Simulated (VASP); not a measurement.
A run of VASP 6.6.1:

File INCAR:

```
  ALGO = Fast
  EDIFF = 1E-7
  ENCUT = 520
  GGA = PS
  ISIF = 2
  ISMEAR = 0
  LASPH = T
  LCHARG = F
  LREAL = F
  LWAVE = F
  NBANDS = 15
  NELM = 80
  PREC = Accurate
  SIGMA = 0.15
```

The input KPOINTS:

```
k-points
0
Gamma
  18 18 12
```

File POSCAR:

```
Os
1.0
    2.7340999755      0.0000000000      0.0000000000
   -1.3670499878      2.3678000353      0.0000000000
    0.0000000000      0.0000000000      4.3197000000
Os
2
Direct
    0.4557160276      0.7562570169      0.1805507327
    0.6666666667      0.3333333333      0.7500000000
```

Potentials or basis: VASP PAW PBE potentials, release 64 (Os).

Run with:

```console
$ cat potpaw_PBE.64/Os/POTCAR > POTCAR
$ mpirun -np 1 vasp_std > vasp.out
```

Hardware: 1 thread of Oxide Virtual Turin-like Processor (shared host).

Q: How long does it take, and how much memory?

A: Wall time 15 min on 1 thread of Oxide Virtual Turin-like Processor (shared host), peak memory 0.71 GiB. Counts: scf iterations 18, k points 1948.
